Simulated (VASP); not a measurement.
FeO:

```
Fe O
1.0
     0.00000    2.15540    2.15540
     2.15540    0.00000    2.15540
     2.15540    2.15540    0.00000
Fe O
1 1
Cartesian
  0.0000 0.0000 0.0000
  2.1554 2.1554 2.1554
```

Program: VASP 6.6.1. Alike in all runs: task single point; level LDA; potentials or basis VASP PAW LDA potentials, release 64 (Fe, O); spin collinear, ferromagnetic start; cell as given; k mesh 13 × 13 × 13; cutoff (eV) 600; smearing fermi-dirac 0.15 eV.

Order these runs on this cell by their pressure, lowest first.
A. fixed moment (μB) 3.4
B. fixed moment (μB) 0.8
C. fixed moment (μB) 2.5
D. fixed moment (μB) 1.7
E. fixed moment (μB) 4.2

B (-37.3 GPa), D (-34.5 GPa), C (-29.7 GPa), A (-21.7 GPa), E (-10.2 GPa).

Caveats: the cell stands under tension; the total moment is fixed, so each spin has its own Fermi level; a cell with one magnetic atom can't hold antiferromagnetic order, which such compounds often take.
